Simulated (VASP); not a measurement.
# PtF2 (P6_3/mmc) in VASP: notebook, part 2 of 2

VASP 6.6.1. The steps go on from the part before.

## (3) Single point, PBE, collinear spin

This run uses another cell than the first one, of 12.81 Å³/atom.

The input, INCAR:

```
SYSTEM = PtF2
PREC     = Accurate       ! precision mode
ENCUT    = 520            ! plane-wave cutoff, eV
EDIFF    = 1E-6           ! SCF threshold, eV
ISMEAR   = 0              ! smearing method
SIGMA    = 0.1            ! smearing width, eV
LREAL    = .False.        ! projectors in reciprocal space
LASPH    = .True.         ! aspherical terms in the spheres
NELM     = 150            ! most SCF steps
ALGO     = Normal         ! electronic algorithm
ISIF     = 2              ! what is computed and relaxed
LWAVE    = .False.        ! write WAVECAR
LCHARG   = .False.        ! write CHGCAR
ISPIN    = 2              ! spin polarisation
MAGMOM   = 1 1 0 0 0 0    ! initial moments
LORBIT   = 11             ! projections on sites
LMAXMIX  = 4              ! l up to which the mixer works
GGA      = PE             ! functional
NBANDS   = 37             ! bands
```

The input, KPOINTS:

```
regular mesh
0
Gamma
  6 6 4
  0 0 0
```

The input, POSCAR:

```
PtF2
1.0
    3.8186649805      0.0000000000      0.0000000000
   -1.9093324902      3.3070608817      0.0000000000
    0.0000000000      0.0000000000      6.0867809378
Pt F
2 4
Direct
    0.6666666667      0.3333333333      0.2500000000
    0.3333333333      0.6666666667      0.7500000000
    0.0000000000      0.0000000000      0.0000000000
    0.3333333333      0.6666666667      0.2500000000
    0.6666666667      0.3333333333      0.7500000000
    0.0000000000      0.0000000000      0.5000000000
```

Potentials or basis: VASP PAW PBE potentials, release 64 (Pt, F).

Started as:

```console
$ cat potpaw_PBE.64/Pt/POTCAR potpaw_PBE.64/F/POTCAR > POTCAR
$ mpirun -np 1 vasp_std > vasp.out
```

OUTCAR:

```text
SYSTEM = PtF2
   PREC = Accurate
   ENCUT = 520
   EDIFF = 1E-6
   ISMEAR = 0
   LREAL = .False.
   LASPH = .True.
   NELM = 150
   ISIF = 2
   ISPIN = 2
   LORBIT = 11
   GGA = PE

 ion  position               nearest neighbor table
   1  0.667  0.333  0.250-   4 2.20   4 2.20   4 2.20   6 2.68   3 2.68   3 2.68   6 2.68   3 2.68
                             6 2.68
   2  0.333  0.667  0.750-   5 2.20   5 2.20   5 2.20   6 2.68   3 2.68   6 2.68   3 2.68   6 2.68
                             3 2.68
   3  0.000  0.000  0.000-   1 2.68   2 2.68   1 2.68   2 2.68   1 2.68   2 2.68
   4  0.333  0.667  0.250-   1 2.20   1 2.20   1 2.20
   5  0.667  0.333  0.750-   2 2.20   2 2.20   2 2.20
   6  0.000  0.000  0.500-   1 2.68   2 2.68   1 2.68   2 2.68   1 2.68   2 2.68

  LATTYP: Found a hexagonal cell.
 ALAT       =     3.8186649805
 C/A-ratio  =     1.5939552092

  Lattice vectors:

 A1 = (   3.8186649805,   0.0000000000,   0.0000000000)
 A2 = (  -1.9093324902,   3.3070608817,   0.0000000000)
 A3 = (   0.0000000000,   0.0000000000,   6.0867809378)

Analysis of symmetry for initial positions (statically):
=====================================================================
 Subroutine PRICEL returns:
 Original cell was already a primitive cell.

 Routine SETGRP: Setting up the symmetry group for a
 hexagonal supercell.

 Subroutine GETGRP returns: Found 24 space group operations
 (whereof 12 operations were pure point group operations)
 out of a pool of 24 trial point group operations.

The static configuration has the point symmetry D_3d.
 The point group associated with its full space group is D_6h.

Analysis of symmetry for dynamics (positions and initial velocities):
=====================================================================
 Subroutine PRICEL returns:
 Original cell was already a primitive cell.

 Routine SETGRP: Setting up the symmetry group for a
 hexagonal supercell.

 Subroutine GETGRP returns: Found 24 space group operations
 (whereof 12 operations were pure point group operations)
 out of a pool of 24 trial point group operations.

The dynamic configuration has the point symmetry D_3d.
 The point group associated with its full space group is D_6h.

Analysis of structural, dynamic, and magnetic symmetry:
=====================================================================
 Subroutine PRICEL returns:
 Original cell was already a primitive cell.

 Routine SETGRP: Setting up the symmetry group for a
 hexagonal supercell.

 Subroutine GETGRP returns: Found 24 space group operations
 (whereof 12 operations were pure point group operations)
 out of a pool of 24 trial point group operations.

The overall configuration has the point symmetry D_3d.
 The point group associated with its full space group is D_6h.

 Subroutine INISYM returns: Found 24 space group operations
 (whereof 12 operations are pure point group operations),
 and found     1 'primitive' translations

----------------------------------------------------------------------------------------

                                     Primitive cell

  volume of cell :      76.8673

  direct lattice vectors                    reciprocal lattice vectors
     3.818664980  0.000000000  0.000000000     0.261871624  0.151191653  0.000000000
    -1.909332490  3.307060882  0.000000000     0.000000000  0.302383305  0.000000000
     0.000000000  0.000000000  6.086780938     0.000000000  0.000000000  0.164290453
[... 96 lines left out ...]
   POTIM  = 0.5000    time-step for ionic-motion
   TEBEG  =    0.0;   TEEND  =   0.0 temperature during run
   PSTRESS=    0.0 pullay stress
   NELECT =      48.0000    total number of electrons
   NUPDOWN=      -1.0000    fix difference up-down
   EMIN   =  10.00;   EMAX   =-10.00  energy-range for DOS
   EFERMI =   0.00;   METHOD = LEGACY
   ISMEAR =     0;   SIGMA  =   0.10  broadening in eV -4-tet -1-fermi 0-gaus
   EFERMI_NEDOS =   21; number of points for ismear=-14 and -15
   IALGO  =     38    algorithm
   IMIX   =      4    mixing-type and parameters
     AMIX     =   0.40;   BMIX     =  1.00
     AMIX_MAG =   1.60;   BMIX_MAG =  1.00
  volume/ion in A,a.u.               =      12.81        86.45
  Fermi-wavevector in a.u.,A,eV,Ry     =   1.399291  2.644277 26.640423  1.958016
  Thomas-Fermi vector in A             =   2.522365
   LORBIT       =     11    0 simple, 1 ext, 2 COOP (PROOUT), +10 PAW based schemes
   GGA     = PE    functional components
   LHFCALC =     F    Hartree Fock is set to
   AEXX    =    0.0000 exact exchange contribution
   IVDW    =     0    specifies the selected vdW correction
   LEPSILON=     F    determine dielectric tensor
   LRPA    =     F    only Hartree local field effects (RPA)
 spin polarized calculation
 Gauss-broadening in eV      SIGMA  =   0.10
  energy-cutoff  :      520.00
  volume of cell :       76.87
 maximum number of plane-waves:      2091
   NGX = 15   NGY = 15   NGZ = 23

 number of electron      48.0000026 magnetization       3.7804060

 Free energy of the ion-electron system (eV)
  ---------------------------------------------------
  ext. energy  EPLUGINS =         0.00000000
  ---------------------------------------------------
  free energy    TOTEN  =       -20.20365169 eV

  energy without entropy =      -20.15919304  energy(sigma->0) =      -20.18142237

 E-fermi :   3.5485     XC(G=0): -11.0820

 val. band max:        3.5483619300   @ k =   0.3333   0.0000   0.0000
 cond. band min:       3.5510041154   @ k =   0.1667   0.0000   0.0000
 fundamental gap:      0.0026421853
 Fermi energy:         3.5484979218

 spin component 1

 k-point     1 :       0.0000    0.0000    0.0000
  band No.  band energies     occupation
      1     -20.2615      1.00000
      2     -20.0951      1.00000
      3     -18.2153      1.00000
      4     -18.2002      1.00000
      5      -3.2824      1.00000
      6      -3.2824      1.00000
[... 808 lines left out ...]
     35      20.4200      0.00000
     36      20.4200      0.00000
 Fermi energy:         3.5484979218

 spin component 2

 k-point     1 :       0.0000    0.0000    0.0000
  band No.  band energies     occupation
      1     -19.8970      1.00000
      2     -19.7239      1.00000
      3     -17.8184      1.00000
      4     -17.8008      1.00000
      5      -2.7509      1.00000
      6      -2.7509      1.00000
[... 808 lines left out ...]
     35      20.6018      0.00000
     36      20.6018      0.00000
 [bands above 36 left out]

------------------------ aborting loop because EDIFF is reached ----------------------------------------

  FORCE on cell =-STRESS in cart. coord.  units (eV):
  Direction    XX          YY          ZZ          XY          YZ          ZX
  --------------------------------------------------------------------------------------
  -------------------------------------------------------------------------------------
  Total       -0.1364323     -0.1364323     -0.0387196     -0.0000000     -0.0000000     -0.0000000
  in kB       -2.8437179     -2.8437179     -0.8070495     -0.0000000     -0.0000000     -0.0000000
  external PRESSURE =      -2.1648284 kB  Pullay stress =       0.0000000 kB

 VOLUME and BASIS-vectors are now :
 -----------------------------------------------------------------------------
  energy-cutoff  :      520.00
  volume of cell :       76.87
      direct lattice vectors                 reciprocal lattice vectors
     3.818664980  0.000000000  0.000000000     0.261871624  0.151191653  0.000000000
    -1.909332490  3.307060882  0.000000000     0.000000000  0.302383305  0.000000000
     0.000000000  0.000000000  6.086780938     0.000000000  0.000000000  0.164290453

 POSITION                                       TOTAL-FORCE (eV/Angst)
 -----------------------------------------------------------------------------------
      1.90933      1.10235      1.52170         0.000000     -0.000000      0.000000
     -0.00000      2.20471      4.56509        -0.000000      0.000000      0.000000
      0.00000      0.00000      0.00000        -0.000000      0.000000      0.000000
     -0.00000      2.20471      1.52170        -0.000000      0.000000      0.000000
      1.90933      1.10235      4.56509         0.000000     -0.000000      0.000000
      0.00000      0.00000      3.04339        -0.000000      0.000000      0.000000
 -----------------------------------------------------------------------------------
    total drift:                                0.000000     -0.000000      0.000000

  FREE ENERGIE OF THE ION-ELECTRON SYSTEM (eV)
  ---------------------------------------------------
  free  energy   TOTEN  =       -20.2036516914 eV

  energy  without entropy=      -20.1591930389  energy(sigma->0) =      -20.18142237

 total charge

# of ion       s       p       d       tot
------------------------------------------
    1        0.321   0.226   7.905   8.452
    2        0.321   0.226   7.905   8.452
    3        1.750   4.231   0.000   5.981
    4        1.754   4.261   0.000   6.015
    5        1.754   4.261   0.000   6.015
    6        1.750   4.231   0.000   5.981
--------------------------------------------------
tot          7.649  17.438  15.810  40.897

 magnetization (x)

# of ion       s       p       d       tot
------------------------------------------
    1        0.017   0.009   1.414   1.440
    2        0.017   0.009   1.414   1.440
    3        0.001   0.211   0.000   0.212
    4        0.002   0.191   0.000   0.194
    5        0.002   0.191   0.000   0.194
    6        0.001   0.211   0.000   0.212
--------------------------------------------------
tot          0.042   0.822   2.829   3.692
```

Wall time 2.6 min (1 thread of Oxide Virtual Turin-like, shared host); peak memory 0.23 GiB.

Results:

```
Free energy                                           : -20.2037 eV
Pressure                                              : -0.2 GPa
Net moment                                            : 3.78 μB per cell
Site moments                                          : Pt +1.44; F +0.21, +0.19 (each value once) μB
Valence electrons inside the program's atomic spheres : Pt 8.45; F 5.98, 6.01 (each value once)
```

Levels at points of the mesh, in eV from the Fermi level:
Spin up:
```tsv
k point	band 23	band 24	band 25	band 26	band 27	band 28	band 29	band 30
(0.00, 0.00, 0.00)	-0.11	-0.11	0.12	0.19	0.19	4.09	6.50	11.41
(0.50, 0.00, 0.00)	-0.95	-0.73	-0.64	-0.48	3.94	4.32	8.24	9.09
(0.00, 0.00, 0.50)	0.07	0.07	0.07	0.07	1.85	1.85	9.57	9.57
(0.50, 0.00, 0.50)	-0.80	-0.80	-0.60	-0.60	4.31	4.31	7.51	7.51
```
Spin down:
```
           k point  band 18  band 19  band 20  band 21  band 22  band 23  band 24  band 25  band 26  band 27
(0.00, 0.00, 0.00)    -1.12    -1.12    -0.24     0.01     0.01     0.71     0.92     0.92     1.23     1.23
(0.50, 0.00, 0.00)    -0.56    -0.50    -0.37    -0.20    -0.12    -0.08     0.01     0.29     0.36     4.58
(0.00, 0.00, 0.50)    -0.59    -0.59    -0.59    -0.47    -0.47     1.10     1.10     1.10     1.10     2.34
(0.50, 0.00, 0.50)    -0.62    -0.50    -0.50    -0.10    -0.10     0.03     0.03     0.33     0.33     4.95
```

Caveat: spin-orbit coupling is left out, which moves the levels of the heavy elements.

## (4) Single point, PBE, collinear spin

The input, INCAR:

```
SYSTEM = PtF2
ALGO = Normal
EDIFF = 1E-6
ENCUT = 520
GGA = PE
ISIF = 2
ISMEAR = 0
ISPIN = 2
LASPH = .TRUE.
LCHARG = .FALSE.
LMAXMIX = 4
LORBIT = 11
LREAL = .FALSE.
LWAVE = .FALSE.
MAGMOM = 1 1 0 0 0 0
NBANDS = 37
NELM = 150
PREC = Accurate
SIGMA = 0.1
```

The input, KPOINTS:

```
k-points
0
G
  6 6 4
  0 0 0
```

The input, POSCAR:

```
PtF2
1.0
    4.3250195400      0.0000000000      0.0000000000
   -2.1625097700      3.7455767900      0.0000000000
    0.0000000000      0.0000000000      5.6853565300
Pt F
2 4
Direct
    0.6666666700      0.3333333300      0.2500000000
    0.3333333300      0.6666666700      0.7500000000
    0.0000000000      0.0000000000      0.0000000000
    0.3333333300      0.6666666700      0.2500000000
    0.6666666700      0.3333333300      0.7500000000
    0.0000000000      0.0000000000      0.5000000000
```

Started as:

```console
$ cat potpaw_PBE.64/Pt/POTCAR potpaw_PBE.64/F/POTCAR > POTCAR
$ mpirun -np 1 vasp_std > vasp.out
```

Run time: 4.6 min. Hardware: 1 thread of Oxide Virtual Turin-like, shared host; peak memory 0.26 GiB.

It converged, with:

* Free energy: -18.8014 eV
* Pressure: -15.0 GPa
* Band gap on the k mesh: zero (filled and empty bands overlap)
* Net moment: 4.01 μB per cell
* Site moments: Pt +1.51; F +0.22 μB
* Valence electrons inside the program's atomic spheres: Pt 8.21; F 5.95

Stress tensor (GPa, compression positive):
```
-18.17   0.00   0.00
  0.00 -18.17   0.00
  0.00   0.00  -8.65
```

Levels at points of the mesh, in eV from the Fermi level:
Spin up:
```csv
k point,band 22,band 23,band 24,band 25,band 26,band 27,band 28,band 29,band 30,band 31
"(0.00, 0.00, 0.00)",-0.69,-0.63,-0.63,-0.37,-0.37,-0.28,3.43,6.92,9.64,9.64
"(0.50, 0.00, 0.00)",-1.15,-1.12,-0.73,-0.65,-0.60,2.80,2.91,7.71,8.97,9.81
"(0.00, 0.00, 0.50)",-1.00,-0.45,-0.45,-0.45,-0.45,1.67,1.67,9.56,9.56,10.61
"(0.50, 0.00, 0.50)",-0.94,-0.84,-0.84,-0.62,-0.62,3.22,3.22,6.92,6.92,10.90
```
Spin down:
```
           k point  band 20  band 21  band 22  band 23  band 24  band 25
(0.00, 0.00, 0.00)    -0.10     0.06     0.06     0.33     0.37     0.37
(0.50, 0.00, 0.00)    -0.23    -0.19    -0.10    -0.10    -0.04     0.03
(0.00, 0.00, 0.50)    -0.53     0.18     0.18     0.56     0.56     0.56
(0.50, 0.00, 0.50)    -0.43    -0.17    -0.17     0.26     0.26     0.35
```

Caveat: the stress differs along the axes, from -18 to -9 GPa; spin-orbit coupling is left out, which moves the levels of the heavy elements.

## (5) Overview

| spin | cell | gap on the mesh (eV) | pressure (GPa) | moment (μB) |
| --- | --- | --- | --- | --- |
| off | a = 4.325, b = 4.325, c = 5.685 Å, angles 90.0, 90.0, 120.0°, 6 atoms | none | -16.0 | - |
| collinear | a = 3.819, b = 3.819, c = 6.087 Å, angles 90.0, 90.0, 120.0°, 6 atoms | none | -0.2 | 3.78 |
| collinear | a = 4.325, b = 4.325, c = 5.685 Å, angles 90.0, 90.0, 120.0°, 6 atoms | none | -15.0 | 4.01 |

Alike in all rows: task single point; level PBE; potentials or basis VASP PAW PBE potentials, release 64 (Pt, F); k mesh 6 × 6 × 4; cutoff (eV) 520; smearing gaussian 0.1 eV.

Caveats: spin-orbit coupling is left out, which moves the levels of the heavy elements; the stress differs along the axes, from -20 to -9 GPa (at least some runs); the stress differs along the axes, from -18 to -9 GPa (at least some runs).

Absolute energies hang on the potentials; compare differences alone.

The gap in the log of VASP goes by the Fermi energy; the results here count the filled bands.